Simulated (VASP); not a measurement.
Write the native input for VASP 6.6.1 that does the following.

| Property | Result |
| --- | --- |
| Task | single point |
| Functional | HSE06 |
| Potentials or basis | VASP PAW PBE potentials, release 64 (Be, S) |
| Cutoff | 520 eV |
| k mesh | 6 × 6 × 6 |
| Occupations | gaussian, width 0.01 eV |
| Spin | no spin polarisation |
| Dipole correction | no |
| Grid for exact exchange (PRECFOCK) | Normal |
| Further INCAR settings | ALGO = Normal; EDIFF = 1e-06; NBANDS = 11 |
| Screening parameter | 0.2079 1/Å |

The system is BeS.

```
Be S
1.0
     0.00000    2.35738    2.49222
     2.35738    0.00000    2.49222
     2.35738    2.35738    0.00000
Be S
1 1
Cartesian
  0.0000 0.0000 0.0000
  1.1787 1.1787 1.2461
```

This cell differs from its parent crystal: epitaxial xy strain -3.2%.

One way to write it, as run:

POSCAR

```
BeS
1.0
    0.0000000000      2.3573821523      2.4922205026
    2.3573821523      0.0000000000      2.4922205026
    2.3573821523      2.3573821523      0.0000000000
Be S
1 1
Direct
    0.0000000000      0.0000000000      0.0000000000
    0.2500000000      0.2500000000      0.2500000000
```

INCAR.step1

```
SYSTEM = BeS
PREC = Accurate ; ENCUT = 520
EDIFF = 1E-5 ; ISMEAR = 0
SIGMA = 0.01 ; LREAL = .FALSE.
LASPH = .TRUE. ; NELM = 60
ALGO = Normal ; ISIF = 2
LWAVE = .TRUE. ; LCHARG = .FALSE.
NBANDS = 11 ; GGA = PE
```

INCAR.step2

```
SYSTEM = BeS
PREC = Accurate ; ENCUT = 520
EDIFF = 1E-6 ; ISMEAR = 0
SIGMA = 0.01 ; LREAL = .FALSE.
LASPH = .TRUE. ; NELM = 60
ALGO = Normal ; ISIF = 2
LWAVE = .FALSE. ; LCHARG = .FALSE.
GGA = PE ; LHFCALC = .TRUE.
HFSCREEN = 0.2079 ; PRECFOCK = Normal
NBANDS = 11 ; ISTART = 1
```

KPOINTS

```
regular mesh
0
G
  6 6 6
  0 0 0
```

Potentials or basis: VASP PAW PBE potentials, release 64 (Be, S).

Command:

```console
$ cat potpaw_PBE.64/Be/POTCAR potpaw_PBE.64/S/POTCAR > POTCAR
$ cp INCAR.step1 INCAR
$ mpirun -np 1 vasp_std > vasp.out
$ cp INCAR.step2 INCAR
$ mpirun -np 1 vasp_std > vasp.out
```

It gave:

* Pressure: 3.1 GPa
* Band gap on the k mesh: 3.72 eV, indirect (least direct gap 6.74 eV)

Caveat: the cell differs from its parent crystal (epitaxial xy strain -3.2%); the PAW data sets were made with another functional, which shifts forces and pressure a little.

Wall time 14 min on 1 thread of AMD EPYC 7R43 64-Core Processor (Zen 3) (shared host), peak memory 0.23 GiB.
